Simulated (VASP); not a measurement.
# Mo (Im-3m) in VASP: further runs

Runs on Mo. Level: LDA. Tasks: single point.

All numbers are computed with VASP 6.6.1; they aren't measurements. Logs are shortened: lines on timing, memory, paths and dates and some standing lists are left out, and cuts for length are marked.

## Step 1: The cell of the first run

Symmetry: Im-3m, No. 229, cubic system. The conventional cell has a = 3.147 Å, b = 3.147 Å, c = 3.147 Å, α = 90.00°, β = 90.00°, γ = 90.00°. Mo (site symmetry m-3m) has 14 Mo at 2.73 to 3.15 Å within 3.6 Å.

## Step 2: Single point, LDA

Contents of INCAR:

```
SYSTEM = Mo
  PREC = Accurate
  ENCUT = 500
  EDIFF = 1E-6
  ISMEAR = 1
  SIGMA = 0.1
  LREAL = .FALSE.
  LASPH = .TRUE.
  NELM = 120
  ALGO = Normal
  ISIF = 2
  LWAVE = .FALSE.
  LCHARG = .TRUE.
  LELF = .TRUE.
  LVHAR = .TRUE.
  NBANDS = 13
  GGA_COMPAT = .FALSE.
```

Contents of KPOINTS:

```
Automatic mesh
0
G
  12 12 12
  0 0 0
```

Contents of POSCAR:

```
Mo
1.0
   -1.5734150000      1.5734150000      1.5734150000
    1.5734150000     -1.5734150000      1.5734150000
    1.5734150000      1.5734150000     -1.5734150000
Mo
1
Direct
    0.0000000000      0.0000000000      0.0000000000
```

Potentials or basis: VASP PAW LDA potentials, release 64 (Mo_sv).

Run with:

```console
$ cat potpaw_LDA.64/Mo_sv/POTCAR > POTCAR
$ mpirun -np 1 vasp_std > vasp.out
```

OUTCAR:

```text
SYSTEM = Mo
   PREC = Accurate
   ENCUT = 500
   EDIFF = 1E-6
   ISMEAR = 1
   LREAL = .FALSE.
   LASPH = .TRUE.
   NELM = 120
   ISIF = 2

 ion  position               nearest neighbor table
   1  0.000  0.000  0.000-

  LATTYP: Found a body centered cubic cell.
 ALAT       =     3.1468300000

  Lattice vectors:

 A1 = (  -1.5734150000,   1.5734150000,   1.5734150000)
 A2 = (   1.5734150000,  -1.5734150000,   1.5734150000)
 A3 = (   1.5734150000,   1.5734150000,  -1.5734150000)

Analysis of symmetry for initial positions (statically):
=====================================================================
 Subroutine PRICEL returns:
 Original cell was already a primitive cell.

 Routine SETGRP: Setting up the symmetry group for a
 body centered cubic supercell.

 Subroutine GETGRP returns: Found 48 space group operations
 (whereof 48 operations were pure point group operations)
 out of a pool of 48 trial point group operations.

The static configuration has the point symmetry O_h .

Analysis of symmetry for dynamics (positions and initial velocities):
=====================================================================
 Subroutine PRICEL returns:
 Original cell was already a primitive cell.

 Routine SETGRP: Setting up the symmetry group for a
 body centered cubic supercell.

 Subroutine GETGRP returns: Found 48 space group operations
 (whereof 48 operations were pure point group operations)
 out of a pool of 48 trial point group operations.

The dynamic configuration has the point symmetry O_h .

 Subroutine INISYM returns: Found 48 space group operations
 (whereof 48 operations are pure point group operations),
 and found     1 'primitive' translations

----------------------------------------------------------------------------------------

                                     Primitive cell

  volume of cell :      15.5808

  direct lattice vectors                    reciprocal lattice vectors
    -1.573415000  1.573415000  1.573415000     0.000000000  0.317780115  0.317780115
     1.573415000 -1.573415000  1.573415000     0.317780115  0.000000000  0.317780115
     1.573415000  1.573415000 -1.573415000     0.317780115  0.317780115  0.000000000

  length of vectors
     2.725234721  2.725234721  2.725234721     0.449408949  0.449408949  0.449408949

  position of ions in fractional coordinates (direct lattice)
     0.000000000  0.000000000  0.000000000

  ion indices of the primitive-cell ions
   primitive index   ion index
                 1           1

----------------------------------------------------------------------------------------

 KPOINTS: Automatic mesh

Automatic generation of k-mesh.
 Grid dimensions read from file:
 generate k-points for:   12   12   12

 Generating k-lattice:

  Cartesian coordinates                     Fractional coordinates (reciprocal lattice)
     0.000000000  0.026481676  0.026481676     0.083333333  0.000000000  0.000000000
     0.026481676  0.000000000  0.026481676     0.000000000  0.083333333  0.000000000
     0.026481676  0.026481676  0.000000000     0.000000000  0.000000000  0.083333333

  Length of vectors
     0.037450746  0.037450746  0.037450746

  Shift w.r.t. Gamma in fractional coordinates (k-lattice)
     0.000000000  0.000000000  0.000000000

 Subroutine IBZKPT returns following result:
 ===========================================

 Found     72 irreducible k-points:

 Following reciprocal coordinates:
            Coordinates               Weight
  0.000000  0.000000  0.000000      1.000000
  0.083333  0.000000  0.000000     12.000000
  0.166667  0.000000  0.000000     12.000000
  0.250000  0.000000  0.000000     12.000000
  0.333333  0.000000  0.000000     12.000000
  0.416667  0.000000  0.000000     12.000000
[... 16 lines left out ...]
  0.333333  0.083333  0.083333     24.000000
  0.416667  0.083333  0.083333     12.000000
 [... further k-points ...]
   k-points           NKPTS =     72   k-points in BZ     NKDIM =     72   number of bands    NBANDS=     13
   number of dos      NEDOS =    301   number of ions     NIONS =      1
   total plane-waves  NPLWV =   8000
   dimension x,y,z NGX =    20 NGY =   20 NGZ =   20
   dimension x,y,z NGXF=    40 NGYF=   40 NGZF=   40
   ions per type =               1
   NGX,Y,Z   is equivalent  to a cutoff of  12.20, 12.20, 12.20 a.u.
   NGXF,Y,Z  is equivalent  to a cutoff of  24.40, 24.40, 24.40 a.u.
 SYSTEM =  Mo
   PREC   = accura    normal or accurate (medium, high low for compatibility)
   ISTART =      0    job   : 0-new  1-cont  2-samecut
   ICHARG =      2    charge: 1-file 2-atom 10-const
   ISPIN  =      1    spin polarized calculation?
   LNONCOLLINEAR =      F non collinear calculations
   LSORBIT =      F    spin-orbit coupling
   LASPH  =      T    aspherical Exc in radial PAW
   ENCUT  =  500.0 eV  36.75 Ry    6.06 a.u.   4.97  4.97  4.97*2*pi/ulx,y,z
   NELM   =    120;   NELMIN=  2; NELMDL= -5     # of ELM steps
   EDIFF  = 0.1E-05   stopping-criterion for ELM
   LREAL  =      F    real-space projection
   EDIFFG = 0.1E-04   stopping-criterion for IOM
   NSW    =      0    number of steps for IOM
   IBRION =     -1    ionic relax: 0-MD 1-quasi-New 2-CG
   NFREE  =      0    steps in history (QN), initial steepest desc. (CG)
   ISIF   =      2    stress and relaxation
   ISYM   =      2    0-nonsym 1-usesym 2-fastsym
   POTIM  = 0.5000    time-step for ionic-motion
   TEBEG  =    0.0;   TEEND  =   0.0 temperature during run
   PSTRESS=    0.0 pullay stress
   NELECT =      14.0000    total number of electrons
   NUPDOWN=      -1.0000    fix difference up-down
   EMIN   =  10.00;   EMAX   =-10.00  energy-range for DOS
   EFERMI =   0.00;   METHOD = LEGACY
   ISMEAR =     1;   SIGMA  =   0.10  broadening in eV -4-tet -1-fermi 0-gaus
   EFERMI_NEDOS =   21; number of points for ismear=-14 and -15
   IALGO  =     38    algorithm
   IMIX   =      4    mixing-type and parameters
     AMIX     =   0.40;   BMIX     =  1.00
     AMIX_MAG =   1.60;   BMIX_MAG =  1.00
  volume/ion in A,a.u.               =      15.58       105.14
  Fermi-wavevector in a.u.,A,eV,Ry     =   1.579747  2.985289 33.954710  2.495601
  Thomas-Fermi vector in A             =   2.680079
   LORBIT       =      0    0 simple, 1 ext, 2 COOP (PROOUT), +10 PAW based schemes
   GGA     = CA    functional components
   LHFCALC =     F    Hartree Fock is set to
   AEXX    =    0.0000 exact exchange contribution
   IVDW    =     0    specifies the selected vdW correction
   LEPSILON=     F    determine dielectric tensor
   LRPA    =     F    only Hartree local field effects (RPA)
 non-spin polarized calculation
 Methfessel and Paxton  Order N= 1 SIGMA  =   0.10
  energy-cutoff  :      500.00
  volume of cell :       15.58
 maximum number of plane-waves:       420
   NGX =  9   NGY =  9   NGZ =  9

 number of electron      14.0000001 magnetization

 Free energy of the ion-electron system (eV)
  ---------------------------------------------------
  ext. energy  EPLUGINS =         0.00000000
  ---------------------------------------------------
  free energy    TOTEN  =       -12.13391951 eV

  energy without entropy =      -12.13377812  energy(sigma->0) =      -12.13387238

 E-fermi :  12.4645     XC(G=0): -13.6218

 val. band max:       12.3847497423   @ k =  -0.1667   0.2500   0.0833
 cond. band min:      12.4861732496   @ k =   0.5000   0.5000   0.0833
 fundamental gap:      0.1014235074
 Fermi energy:        12.4644810868

 k-point     1 :       0.0000    0.0000    0.0000
  band No.  band energies     occupation
      1     -48.4184      2.00000
      2     -21.8512      2.00000
      3     -21.8512      2.00000
      4     -21.8512      2.00000
      5       5.2794      2.00000
      6      11.1377      2.00000
      7      11.1377      2.00000
      8      11.1377      2.00000
      9      14.1479     -0.00000
     10      14.1479     -0.00000
     11      27.3499      0.00000
     12      27.3499      0.00000
     13      27.3499      0.00000

 k-point     2 :       0.0833    0.0000    0.0000
  band No.  band energies     occupation
      1     -48.4003      2.00000
      2     -21.9542      2.00000
      3     -21.8830      2.00000
      4     -21.8520      2.00000
      5       5.5857      2.00000
      6      10.9662      2.00000
      7      11.1059      2.00000
      8      11.4278      2.00000
      9      13.9089     -0.00000
     10      14.1536     -0.00000
     11      27.5719      0.00000
     12      27.8680      0.00000
     13      27.9411      0.00000

 k-point     3 :       0.1667    0.0000    0.0000
  band No.  band energies     occupation
      1     -48.3508      2.00000
      2     -22.2302      2.00000
      3     -21.9689      2.00000
      4     -21.8542      2.00000
      5       6.3917      2.00000
      6      10.5307      2.00000
      7      10.9581      2.00000
      8      12.2711      2.01967
      9      13.5769     -0.00000
     10      14.1937     -0.00000
     11      27.8881      0.00000
     12      29.0089      0.00000
     13      29.3307      0.00000

 k-point     4 :       0.2500    0.0000    0.0000
  band No.  band energies     occupation
      1     -48.2824      2.00000
      2     -22.5950      2.00000
      3     -22.0843      2.00000
      4     -21.8572      2.00000
      5       7.2497      2.00000
      6       9.9986      2.00000
      7      10.9510      2.00000
      8      13.5793     -0.00000
      9      13.6267     -0.00000
     10      14.3102     -0.00000
     11      27.3489      0.00000
     12      28.7572      0.00000
     13      31.5242      0.00000

 k-point     5 :       0.3333    0.0000    0.0000
  band No.  band energies     occupation
      1     -48.2132      2.00000
      2     -22.9473      2.00000
      3     -22.1975      2.00000
      4     -21.8604      2.00000
      5       7.4732      2.00000
      6       9.5223      2.00000
      7      11.8357      2.00000
      8      13.9625     -0.00000
      9      14.5079      0.00000
     10      15.1686      0.00000
     11      26.0405      0.00000
     12      26.9596      0.00000
     13      33.4516      0.00000

 k-point     6 :       0.4167    0.0000    0.0000
  band No.  band energies     occupation
      1     -48.1620      2.00000
      2     -23.1981      2.00000
      3     -22.2790      2.00000
      4     -21.8628      2.00000
      5       7.2742      2.00000
      6       9.2016      2.00000
      7      13.2657     -0.00000
      8      14.2786     -0.00000
      9      14.7170      0.00000
     10      16.6544      0.00000
     11      24.9170      0.00000
     12      25.0513      0.00000
     13      30.8585      0.00000

 k-point     7 :       0.5000    0.0000    0.0000
  band No.  band energies     occupation
      1     -48.1431      2.00000
      2     -23.2885      2.00000
      3     -22.3086      2.00000
      4     -21.8637      2.00000
      5       7.1612      2.00000
      6       9.0894      2.00000
      7      14.1876     -0.00000
      8      14.2075     -0.00000
      9      14.8106      0.00000
     10      17.3206      0.00000
     11      24.1962      0.00000
     12      24.4900      0.00000
     13      29.8155      0.00000
[... 193 lines left out ...]
 k-point    20 :       0.0833    0.0833    0.0833
  band No.  band energies     occupation
      1     -48.3224      2.00000
      2     -22.4075      2.00000
      3     -21.9262      2.00000
      4     -21.9262      2.00000
      5       6.8947      2.00000
      6      10.3581      2.00000
      7      10.3581      2.00000
      8      13.2339     -0.00000
      9      13.9282     -0.00000
     10      13.9282     -0.00000
     11      28.5824      0.00000
     12      29.0244      0.00000
     13      29.0244      0.00000

 k-point    21 :       0.1667    0.0833    0.0833
  band No.  band energies     occupation
      1     -48.2614      2.00000
      2     -22.6979      2.00000
      3     -22.0562      2.00000
      4     -21.9374      2.00000
      5       7.8157      2.00000
      6       9.8424      2.00000
      7      10.1320      2.00000
      8      13.8622     -0.00000
      9      14.2682     -0.00000
     10      14.8154      0.00000
     11      27.9752      0.00000
     12      28.5442      0.00000
     13      30.1337      0.00000

 k-point    22 :       0.2500    0.0833    0.0833
  band No.  band energies     occupation
      1     -48.1999      2.00000
      2     -22.9558      2.00000
      3     -22.2111      2.00000
      4     -21.9487      2.00000
      5       8.0927      2.00000
      6       9.4335      2.00000
      7      10.8459      2.00000
      8      14.0548     -0.00000
      9      14.5497      0.00000
     10      16.6148      0.00000
     11      26.5560      0.00000
     12      26.7250      0.00000
     13      30.4195      0.00000

 k-point    23 :       0.3333    0.0833    0.0833
  band No.  band energies     occupation
      1     -48.1545      2.00000
      2     -23.1320      2.00000
      3     -22.3323      2.00000
      4     -21.9570      2.00000
      5       7.8657      2.00000
      6       9.1761      2.00000
      7      12.1870      2.00062
      8      14.2816     -0.00000
      9      14.7592      0.00000
     10      18.2363      0.00000
     11      24.5738      0.00000
     12      25.4562      0.00000
     13      29.0779      0.00000

 k-point    24 :       0.4167    0.0833    0.0833
  band No.  band energies     occupation
      1     -48.1377      2.00000
      2     -23.1945      2.00000
      3     -22.3778      2.00000
      4     -21.9601      2.00000
      5       7.7459      2.00000
      6       9.0886      2.00000
      7      12.8895     -0.00000
      8      14.3517     -0.00000
      9      14.8414      0.00000
     10      18.9591      0.00000
     11      23.5897      0.00000
     12      25.0501      0.00000
     13      28.5501      0.00000

 [... further k-points ...]
[... 5 lines left out ...]
  --------------------------------------------------------------------------------------
  -------------------------------------------------------------------------------------
  Total       -0.8098722     -0.8098722     -0.8098722      0.0000000      0.0000000     -0.0000000
  in kB      -83.2793324    -83.2793324    -83.2793324      0.0000000      0.0000000     -0.0000000
  external PRESSURE =     -83.2793324 kB  Pullay stress =       0.0000000 kB

 VOLUME and BASIS-vectors are now :
 -----------------------------------------------------------------------------
  energy-cutoff  :      500.00
  volume of cell :       15.58
      direct lattice vectors                 reciprocal lattice vectors
    -1.573415000  1.573415000  1.573415000     0.000000000  0.317780115  0.317780115
     1.573415000 -1.573415000  1.573415000     0.317780115  0.000000000  0.317780115
     1.573415000  1.573415000 -1.573415000     0.317780115  0.317780115  0.000000000

 POSITION                                       TOTAL-FORCE (eV/Angst)
 -----------------------------------------------------------------------------------
      0.00000      0.00000      0.00000         0.000000     -0.000000      0.000000
 -----------------------------------------------------------------------------------
    total drift:                               -0.000000     -0.000000      0.000000

  FREE ENERGIE OF THE ION-ELECTRON SYSTEM (eV)
  ---------------------------------------------------
  free  energy   TOTEN  =       -12.1339195144 eV

  energy  without entropy=      -12.1337781224  energy(sigma->0) =      -12.13387238
```

Run time: 12 s. Hardware: 1 thread of AMD EPYC 9R14 (Zen 4), shared host; peak memory 0.09 GiB.

Results:

```yaml
Free_energy: -12.1339 eV
Pressure: -8.3 GPa
Band_gap_on_the_k_mesh: zero (band 7 reaches 16.55 eV, above the bottom of band 8 at 11.14 eV)
```

(Continued in part 2 of 2.)
